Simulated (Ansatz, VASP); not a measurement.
**One calculation of WC, two programs**

Contents of INCAR:

```
SYSTEM = WC
  PREC = Accurate
  ENCUT = 520
  EDIFF = 1E-6
  ISMEAR = 0
  SIGMA = 0.15
  LREAL = .FALSE.
  LASPH = .TRUE.
  NELM = 100
  ALGO = Normal
  ISIF = 2
  LWAVE = .FALSE.
  LCHARG = .FALSE.
  GGA = PE
  NBANDS = 16
```

The input KPOINTS:

```
Automatic mesh
0
G
  18 18 16
  0 0 0
```

Contents of POSCAR:

```
WC
1.0
    2.9005014360      0.0000000000      0.0000000000
   -1.4502507180      2.5119079273      0.0125595396
    0.0000000000      0.0141450000      2.8290000000
W C
1 1
Direct
    0.0000000000      0.0000000000      0.0000000000
    0.6666666667      0.3333333333      0.5000000000
```

Input for Ansatz:

```yaml
crystal:
  lattice:
    - [2.900501436, 0.0, 0.0]
    - [-1.450250718, 2.5119079273, 0.0125595396]
    - [0.0, 0.014145, 2.829]
  atoms:
    - { symbol: W, position: [0.0, 0.0, 0.0] }
    - { symbol: C, position: [0.6666666667, 0.3333333333, 0.5] }
basis:
  ecutwfc: 420
kpoints:
  mp_grid: { grid: [18, 18, 16] }
hamiltonian:
  xc: pbe
scf:
  occupations: { method: gaussian, width: 0.15 }
output:
  forces: true
  stress: true
  eigenvalues: true
```

Change from the starting cell: strain +0.0100 x Voigt [0, 0, 0, 1, 0, 0], atoms carried along.

Alike in both runs: task single point; functional PBE; k mesh 18 × 18 × 16; occupations gaussian, width 0.15 eV; no spin polarisation.

|  | VASP | Ansatz |
| --- | --- | --- |
| version | VASP 6.6.1 | Ansatz 0.2.0 |
| potentials or method | VASP PAW PBE potentials, release 64 (W_sv, C), cutoff 520 eV | scalar-relativistic, plane waves, PAW |
| valence electrons in the cell | 18 | 18 |

Ansatz gave:

* gap on the k mesh at the Fermi level (eV): none
* pressure (GPa): 8.5
* traceless stress, the component that is largest in VASP (GPa): -3.21

Task: Estimate VASP's values.

Result: gap on the k mesh at the Fermi level (eV): none; pressure (GPa): 9.7; traceless stress, the component that is largest in VASP (GPa): -3.22.

A gap of «none» marks a metal or a gap that the smearing closes. With one functional, cell and mesh, what is left measures potentials, basis and numerics.

Spin-orbit coupling is off throughout.
